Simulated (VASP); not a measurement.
# BeAl3 (I4/mmm) in VASP: a series of runs

The runs below take BeAl3 through single point, with PBE.

Program: VASP 6.6.1. These are calculated values, not measurements. Logs are shortened: lines on timing, memory, paths and dates and some standing lists are left out, and cuts for length are marked.

**1. The cell of the first run**

It takes space group I4/mmm (No. 139, tetragonal). Conventional cell: a = 3.884 Å, b = 3.884 Å, c = 7.704 Å, α = 90.00°, β = 90.00°, γ = 90.00°. Al (site symmetry 4/mmm) has 8 Al at 2.74 Å and 4 Be at 2.75 Å within 3.6 Å. Within 3.6 Å of Al (site symmetry -4m2) lie 8 Al at 2.74 to 2.75 Å and 4 Be at 2.74 Å. Be (site symmetry 4/mmm) has 12 Al at 2.74 to 2.75 Å within 3.6 Å.

**2. Single point, PBE**

Contents of INCAR:

```
PREC = Accurate
ENCUT = 520
EDIFF = 1E-6
ISMEAR = -1
SIGMA = 0.05
LREAL = F
LASPH = T
NELM = 60
ALGO = Normal
ISIF = 2
LWAVE = F
LCHARG = F
GGA = PE
NBANDS = 14
```

Contents of KPOINTS:

```
regular mesh
0
Gamma
  8 8 8
```

Contents of POSCAR:

```
BeAl3
1.0
   -1.9421910000      1.9421910000      3.8518930000
    1.9421910000     -1.9421910000      3.8518930000
    1.9421910000      1.9421910000     -3.8518930000
Al Be
3 1
Direct
    0.5000000000      0.5000000000      0.0000000000
    0.2500000000      0.7500000000      0.5000000000
    0.7500000000      0.2500000000      0.5000000000
    0.0000000000      0.0000000000      0.0000000000
```

Potentials or basis: VASP PAW PBE potentials, release 64 (Al, Be).

Run with:

```
> cat potpaw_PBE.64/Al/POTCAR potpaw_PBE.64/Be/POTCAR > POTCAR
> mpirun -np 1 vasp_std > vasp.out
```

OUTCAR:

```text
PREC = Accurate
   ENCUT = 520
   EDIFF = 1E-6
   ISMEAR = -1
   LREAL = F
   LASPH = T
   NELM = 60
   ISIF = 2
   GGA = PE

 ion  position               nearest neighbor table
   1  0.500  0.500  0.000-   2 2.74   3 2.74   2 2.74   3 2.74   2 2.74   3 2.74   2 2.74   3 2.74
                             4 2.75   4 2.75   4 2.75   4 2.75
   2  0.250  0.750  0.500-   4 2.74   1 2.74   1 2.74   4 2.74   1 2.74   4 2.74   4 2.74   1 2.74
                             3 2.75   3 2.75   3 2.75   3 2.75
   3  0.750  0.250  0.500-   1 2.74   4 2.74   1 2.74   4 2.74   1 2.74   4 2.74   1 2.74   4 2.74
                             2 2.75   2 2.75   2 2.75   2 2.75
   4  0.000  0.000  0.000-   3 2.74   2 2.74   2 2.74   3 2.74   2 2.74   3 2.74   3 2.74   2 2.74
                             1 2.75   1 2.75   1 2.75   1 2.75

  LATTYP: Found a body centered tetragonal cell.
 ALAT       =     3.8843820000
 C/A-ratio  =     1.9832719851

  Lattice vectors:

 A1 = (  -1.9421910000,   1.9421910000,   3.8518930000)
 A2 = (   1.9421910000,  -1.9421910000,   3.8518930000)
 A3 = (   1.9421910000,   1.9421910000,  -3.8518930000)

Analysis of symmetry for initial positions (statically):
=====================================================================
 Subroutine PRICEL returns:
 Original cell was already a primitive cell.

 Routine SETGRP: Setting up the symmetry group for a
 body centered tetragonal supercell.

 Subroutine GETGRP returns: Found 16 space group operations
 (whereof 16 operations were pure point group operations)
 out of a pool of 16 trial point group operations.

The static configuration has the point symmetry D_4h.

Analysis of symmetry for dynamics (positions and initial velocities):
=====================================================================
 Subroutine PRICEL returns:
 Original cell was already a primitive cell.

 Routine SETGRP: Setting up the symmetry group for a
 body centered tetragonal supercell.

 Subroutine GETGRP returns: Found 16 space group operations
 (whereof 16 operations were pure point group operations)
 out of a pool of 16 trial point group operations.

The dynamic configuration has the point symmetry D_4h.

 Subroutine INISYM returns: Found 16 space group operations
 (whereof 16 operations are pure point group operations),
 and found     1 'primitive' translations

----------------------------------------------------------------------------------------

                                     Primitive cell

  volume of cell :      58.1190

  direct lattice vectors                    reciprocal lattice vectors
    -1.942191000  1.942191000  3.851893000     0.000000000  0.257441209  0.129806306
     1.942191000 -1.942191000  3.851893000     0.257441209  0.000000000  0.129806306
     1.942191000  1.942191000 -3.851893000     0.257441209  0.257441209  0.000000000

  length of vectors
     4.730886962  4.730886962  4.730886962     0.288315198  0.288315198  0.364076850

  position of ions in fractional coordinates (direct lattice)
     0.500000000  0.500000000  0.000000000
     0.250000000  0.750000000  0.500000000
     0.750000000  0.250000000  0.500000000
     0.000000000  0.000000000  0.000000000

  ion indices of the primitive-cell ions
   primitive index   ion index
                 1           1
                 2           2
                 3           3
                 4           4

----------------------------------------------------------------------------------------

 KPOINTS: regular mesh

Automatic generation of k-mesh.
 Grid dimensions read from file:
 generate k-points for:    8    8    8

 Generating k-lattice:

  Cartesian coordinates                     Fractional coordinates (reciprocal lattice)
     0.000000000  0.032180151  0.016225788     0.125000000 -0.000000000  0.000000000
     0.032180151  0.000000000  0.016225788    -0.000000000  0.125000000  0.000000000
     0.032180151  0.032180151  0.000000000     0.000000000  0.000000000  0.125000000

  Length of vectors
     0.036039400  0.036039400  0.045509606

  Shift w.r.t. Gamma in fractional coordinates (k-lattice)
     0.000000000  0.000000000  0.000000000

 Subroutine IBZKPT returns following result:
 ===========================================

 Found     59 irreducible k-points:

 Following reciprocal coordinates:
            Coordinates               Weight
  0.000000  0.000000  0.000000      1.000000
  0.125000 -0.000000  0.000000      8.000000
  0.250000 -0.000000  0.000000      8.000000
  0.375000 -0.000000  0.000000      8.000000
  0.500000 -0.000000  0.000000      4.000000
  0.125000  0.125000  0.000000      8.000000
[... 16 lines left out ...]
  0.250000  0.125000  0.125000     16.000000
  0.375000  0.125000  0.125000      8.000000
 [... further k-points ...]
   k-points           NKPTS =     59   k-points in BZ     NKDIM =     59   number of bands    NBANDS=     14
   number of dos      NEDOS =    301   number of ions     NIONS =      4
   total plane-waves  NPLWV =  46656
   dimension x,y,z NGX =    36 NGY =   36 NGZ =   36
   dimension x,y,z NGXF=    72 NGYF=   72 NGZF=   72
   ions per type =               3   1
   NGX,Y,Z   is equivalent  to a cutoff of  12.65, 12.65, 12.65 a.u.
   NGXF,Y,Z  is equivalent  to a cutoff of  25.30, 25.30, 25.30 a.u.
 SYSTEM =  unknown system
   PREC   = accura    normal or accurate (medium, high low for compatibility)
   ISTART =      0    job   : 0-new  1-cont  2-samecut
   ICHARG =      2    charge: 1-file 2-atom 10-const
   ISPIN  =      1    spin polarized calculation?
   LNONCOLLINEAR =      F non collinear calculations
   LSORBIT =      F    spin-orbit coupling
   LASPH  =      T    aspherical Exc in radial PAW
   ENCUT  =  520.0 eV  38.22 Ry    6.18 a.u.   8.80  8.80  8.80*2*pi/ulx,y,z
   NELM   =     60;   NELMIN=  2; NELMDL= -5     # of ELM steps
   EDIFF  = 0.1E-05   stopping-criterion for ELM
   LREAL  =      F    real-space projection
   EDIFFG = 0.1E-04   stopping-criterion for IOM
   NSW    =      0    number of steps for IOM
   IBRION =     -1    ionic relax: 0-MD 1-quasi-New 2-CG
   NFREE  =      0    steps in history (QN), initial steepest desc. (CG)
   ISIF   =      2    stress and relaxation
   ISYM   =      2    0-nonsym 1-usesym 2-fastsym
   POTIM  = 0.5000    time-step for ionic-motion
   TEBEG  =    0.0;   TEEND  =   0.0 temperature during run
   PSTRESS=    0.0 pullay stress
   NELECT =      11.0000    total number of electrons
   NUPDOWN=      -1.0000    fix difference up-down
   EMIN   =  10.00;   EMAX   =-10.00  energy-range for DOS
   EFERMI =   0.00;   METHOD = LEGACY
   ISMEAR =    -1;   SIGMA  =   0.05  broadening in eV -4-tet -1-fermi 0-gaus
   EFERMI_NEDOS =   21; number of points for ismear=-14 and -15
   IALGO  =     38    algorithm
   IMIX   =      4    mixing-type and parameters
     AMIX     =   0.40;   BMIX     =  1.00
     AMIX_MAG =   1.60;   BMIX_MAG =  1.00
  volume/ion in A,a.u.               =      14.53        98.05
  Fermi-wavevector in a.u.,A,eV,Ry     =   0.939939  1.776227 12.020549  0.883485
  Thomas-Fermi vector in A             =   2.067301
   LORBIT       =      0    0 simple, 1 ext, 2 COOP (PROOUT), +10 PAW based schemes
   GGA     = PE    functional components
   LHFCALC =     F    Hartree Fock is set to
   AEXX    =    0.0000 exact exchange contribution
   IVDW    =     0    specifies the selected vdW correction
   LEPSILON=     F    determine dielectric tensor
   LRPA    =     F    only Hartree local field effects (RPA)
 non-spin polarized calculation
  energy-cutoff  :      520.00
  volume of cell :       58.12
 maximum number of plane-waves:      1575
   NGX = 17   NGY = 17   NGZ = 17

 number of electron      11.0000000 magnetization

 Free energy of the ion-electron system (eV)
  ---------------------------------------------------
  ext. energy  EPLUGINS =         0.00000000
  ---------------------------------------------------
  free energy    TOTEN  =       -14.39034282 eV

  energy without entropy =      -14.37881763  energy(sigma->0) =      -14.38458022

 E-fermi :   7.6867     XC(G=0): -10.2209

 val. band max:        7.6693928007   @ k =  -0.3750   0.3750   0.0000
 cond. band min:       7.7093104975   @ k =  -0.2500   0.3750   0.1250
 fundamental gap:      0.0399176968
 Fermi energy:         7.6867155135

 k-point     1 :       0.0000    0.0000    0.0000
  band No.  band energies     occupation
      1      -3.3982      2.00000
      2       5.1360      2.00000
      3       7.1594      1.99995
      4       7.2717      1.99950
      5       7.2717      1.99950
      6       7.3504      1.99760
      7       7.3504      1.99760
      8       7.9938      0.00429
      9       8.8661      0.00000
     10      10.0205      0.00000
     11      10.5651      0.00000
     12      13.9076      0.00000
     13      13.9076      0.00000
     14      14.1657      0.00000

 k-point     2 :       0.1250   -0.0000    0.0000
  band No.  band energies     occupation
      1      -3.2133      2.00000
      2       4.7693      2.00000
      3       5.3875      2.00000
      4       6.4759      2.00000
      5       6.9126      2.00000
      6       7.8518      0.07105
      7       8.0609      0.00112
      8       8.7505      0.00000
      9       9.6615      0.00000
     10      11.0051      0.00000
     11      11.6988      0.00000
     12      11.9723      0.00000
     13      13.3378      0.00000
     14      16.3731      0.00000
[... 343 lines left out ...]
      1      -1.1656      2.00000
      2       1.7684      2.00000
      3       3.9323      2.00000
      4       4.6110      2.00000
      5       5.3639      2.00000
      6       5.9584      2.00000
      7       7.5707      1.82095
      8      11.2716      0.00000
      9      12.0050      0.00000
     10      13.2852      0.00000
     11      14.6923      0.00000
     12      15.3546      0.00000
     13      16.1170      0.00000
     14      16.4891      0.00000

 k-point    24 :       0.3750    0.1250    0.1250
  band No.  band energies     occupation
      1      -0.1179      2.00000
      2       0.3788      2.00000
      3       4.3449      2.00000
      4       4.4230      2.00000
      5       4.9455      2.00000
      6       5.4908      2.00000
      7       9.2399      0.00000
      8       9.4125      0.00000
      9      13.2942      0.00000
     10      13.9116      0.00000
     11      14.2928      0.00000
     12      14.5650      0.00000
     13      17.1685      0.00000
     14      17.2850      0.00000

 [... further k-points ...]

------------------------ aborting loop because EDIFF is reached ----------------------------------------

  FORCE on cell =-STRESS in cart. coord.  units (eV):
  Direction    XX          YY          ZZ          XY          YZ          ZX
  --------------------------------------------------------------------------------------
  -------------------------------------------------------------------------------------
  Total        0.3801787      0.3801787      0.0394626      0.0000000      0.0000000      0.0000000
  in kB       10.4804589     10.4804589      1.0878722      0.0000000      0.0000000      0.0000000
  external PRESSURE =       7.3495967 kB  Pullay stress =       0.0000000 kB

 VOLUME and BASIS-vectors are now :
 -----------------------------------------------------------------------------
  energy-cutoff  :      520.00
  volume of cell :       58.12
      direct lattice vectors                 reciprocal lattice vectors
    -1.942191000  1.942191000  3.851893000     0.000000000  0.257441209  0.129806306
     1.942191000 -1.942191000  3.851893000     0.257441209  0.000000000  0.129806306
     1.942191000  1.942191000 -3.851893000     0.257441209  0.257441209  0.000000000

 POSITION                                       TOTAL-FORCE (eV/Angst)
 -----------------------------------------------------------------------------------
      0.00000      0.00000      3.85189        -0.000000      0.000000     -0.000000
      1.94219      0.00000      1.92595         0.000000      0.000000      0.000000
      0.00000      1.94219      1.92595         0.000000     -0.000000      0.000000
      0.00000      0.00000      0.00000        -0.000000      0.000000     -0.000000
 -----------------------------------------------------------------------------------
    total drift:                               -0.000000     -0.000000     -0.000000

  FREE ENERGIE OF THE ION-ELECTRON SYSTEM (eV)
  ---------------------------------------------------
  free  energy   TOTEN  =       -14.3903428207 eV

  energy  without entropy=      -14.3788176288  energy(sigma->0) =      -14.38458022
```

It took 52 s on 1 thread of Intel Xeon 8259CL, shared host; peak memory 0.22 GiB.

Results:

```yaml
Free_energy: -14.3903 eV
Pressure: 0.7 GPa
Band_gap_on_the_k_mesh: zero (an odd number of electrons rules out a gap without spin polarisation)
```

Levels at points of the mesh, in eV from the Fermi level:
```csv
k point,band 3,band 4,band 5,band 6,band 7,band 8
"(0.00, 0.00, 0.00)",-0.53,-0.42,-0.42,-0.34,-0.34,0.31
"(0.50, 0.00, 0.00)",-3.54,-3.36,0.03,0.30,1.74,2.55
"(0.50, 0.50, 0.00)",-4.60,-4.29,-3.92,-3.13,1.63,2.34
"(0.50, 0.50, 0.50)",-2.67,-2.67,-0.71,-0.70,5.76,6.21
```

[end of part 1 of 2]

The gap in the log of VASP goes by the Fermi energy; the results here count the filled bands.